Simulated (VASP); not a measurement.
A run of VASP 6.6.1 is set up as follows.

File INCAR:

```
PREC = Accurate ; ENCUT = 520
EDIFF = 1E-6 ; ISMEAR = 0
SIGMA = 0.15 ; LREAL = F
LASPH = T ; NELM = 100
ALGO = Normal ; ISIF = 2
LWAVE = F ; LCHARG = F
NBANDS = 16
```

File KPOINTS:

```
regular mesh
0
Gamma
  16 16 16
```

Contents of POSCAR:

```
GaSb
1.0
   -2.6903114696      2.6903114696      1.5643000000
    2.6903114696     -2.6903114696      1.5643000000
    2.6903114696      2.6903114696     -1.5643000000
Ga Sb
1 1
Direct
    0.2500000000      0.7500000000      0.5000000000
    0.0000000000      0.0000000000      0.0000000000
```

Potentials or basis: VASP PAW LDA potentials, release 64 (Ga_d, Sb).

Command:

```sh
$ cat potpaw_LDA.64/Ga_d/POTCAR potpaw_LDA.64/Sb/POTCAR > POTCAR
$ mpirun -np 1 vasp_std > vasp.out
```

Task: Estimate the pressure.

Result: -0.9 GPa.

Task: Predict the band gap on the k mesh.

Result: Zero (band 9 reaches 9.00 eV, above the bottom of band 10 at 3.91 eV).

Stress tensor (GPa, compression positive):
```
-0.56  0.00  0.00
 0.00 -0.56  0.00
 0.00  0.00 -1.46
```

Caveat: spin-orbit coupling is left out, which moves the levels of the heavy elements.
